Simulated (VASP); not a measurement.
A run of VASP 6.6.1:

File INCAR:

```
PREC = Accurate ; ENCUT = 520
EDIFF = 1E-7 ; ISMEAR = -1
SIGMA = 0.05 ; LREAL = False
LASPH = True ; NELM = 80
ALGO = Normal ; ISIF = 2
LWAVE = False ; LCHARG = True
GGA = CA ; LELF = True
LVHAR = True ; NBANDS = 13
```

Contents of KPOINTS:

```
Automatic mesh
0
Gamma
  12 12 12
```

Contents of POSCAR:

```
Mo
1.0
   -1.5838089719      1.5838089719      1.5838089719
    1.5838089719     -1.5838089719      1.5838089719
    1.5838089719      1.5838089719     -1.5838089719
Mo
1
Direct
    0.0000000000      0.0000000000      0.0000000000
```

Potentials or basis: VASP PAW LDA potentials, release 64 (Mo_sv).

The run is started by

```sh
$ cat potpaw_LDA.64/Mo_sv/POTCAR > POTCAR
$ mpirun -np 1 vasp_std > vasp.out
```

Hardware: 1 thread of Intel(R) Xeon(R) 6975P-C (Granite Rapids), with other jobs on the host.

Question: Estimate the wall time of this run.

Answer: Wall time 4.4 s on 1 thread of Intel(R) Xeon(R) 6975P-C (Granite Rapids), with other jobs on the host, peak memory 0.12 GiB. Counts: scf iterations 11, k points 72.
